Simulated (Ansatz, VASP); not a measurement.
**Ca in VASP and in Ansatz**

```
CELL_PARAMETERS angstrom
0.00000 2.76271 2.76271
2.76271 0.00000 2.76271
2.76271 2.76271 0.00000
ATOMIC_POSITIONS crystal
Ca 0.00000 0.00000 0.00000
```

Alike in both runs: task single point; functional PBE; k mesh 10 × 10 × 10; occupations methfessel-paxton of order 1, width 0.6 eV; no spin polarisation.

|  | VASP | Ansatz |
| --- | --- | --- |
| version | VASP 6.6.1 | Ansatz 0.2.0 |
| potentials or method | VASP PAW PBE potentials, release 64 (Ca_sv), cutoff 520 eV | plane waves (420 eV) with PAW, scalar-relativistic |
| valence electrons in the cell | 10 | 10 |

|  | VASP | Ansatz | Ansatz less VASP |
| --- | --- | --- | --- |
| pressure (GPa) | 0.0 | 0.0 | 0.00 |
